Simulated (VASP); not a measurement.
Write the native input for VASP 6.6.1 that does the following.

```
Task                   : single point
Functional             : r2SCAN
Potentials or basis    : VASP PAW PBE potentials, release 64 (Pb_d, Se)
Cutoff                 : 520 eV
k mesh                 : 6 × 6 × 6
Occupations            : gaussian, width 0.01 eV
Spin                   : no spin polarisation
Dipole correction      : no
Further INCAR settings : ALGO = Normal; EDIFF = 1e-06; NBANDS = 17
```

Crystal: PbSe (Clausthalite).

```
Pb Se
1.0
     0.00000    3.04011    3.04011
     3.04011    0.00000    3.04011
     3.04011    3.04011    0.00000
Pb Se
1 1
Direct
  0.00000 0.00000 0.00000
  0.50000 0.50000 0.50000
```

The input as run:

POSCAR

```
PbSe
1.0
    0.0000000000      3.0401081059      3.0401081059
    3.0401081059      0.0000000000      3.0401081059
    3.0401081059      3.0401081059      0.0000000000
Pb Se
1 1
Direct
    0.0000000000      0.0000000000      0.0000000000
    0.5000000000      0.5000000000      0.5000000000
```

INCAR.step1

```
SYSTEM = PbSe
PREC = Accurate
ENCUT = 520
ISMEAR = 0
SIGMA = 0.01
LREAL = .FALSE.
LASPH = .TRUE.
NELM = 80
NBANDS = 17
GGA = PE
ALGO = Normal
EDIFF = 1E-4
LWAVE = .TRUE.
LCHARG = .FALSE.
```

INCAR.step2

```
SYSTEM = PbSe
PREC = Accurate
ENCUT = 520
EDIFF = 1E-6
ISMEAR = 0
SIGMA = 0.01
LREAL = .FALSE.
LASPH = .TRUE.
NELM = 80
ALGO = Normal
ISIF = 2
LWAVE = .FALSE.
LCHARG = .FALSE.
METAGGA = R2SCAN
LMIXTAU = .TRUE.
NBANDS = 17
ISTART = 1
```

KPOINTS

```
regular mesh
0
G
  6 6 6
  0 0 0
```

Potentials or basis: VASP PAW PBE potentials, release 64 (Pb_d, Se).

Launch:

```sh
$ cat potpaw_PBE.64/Pb_d/POTCAR potpaw_PBE.64/Se/POTCAR > POTCAR
$ cp INCAR.step1 INCAR
$ mpirun -np 1 vasp_std > vasp.out
$ cp INCAR.step2 INCAR
$ mpirun -np 1 vasp_std > vasp.out
```

It gave:

```yaml
Pressure: 2.7 GPa
Band_gap_on_the_k_mesh: 0.51 eV, direct
```

Caveat: the PAW data sets were made with another functional, which shifts forces and pressure a little; spin-orbit coupling is left out, which moves the levels of the heavy elements.

It took 68 s on 1 thread of AMD EPYC 7R43 64-Core Processor (Zen 3), on a shared host, peak memory 0.16 GiB.
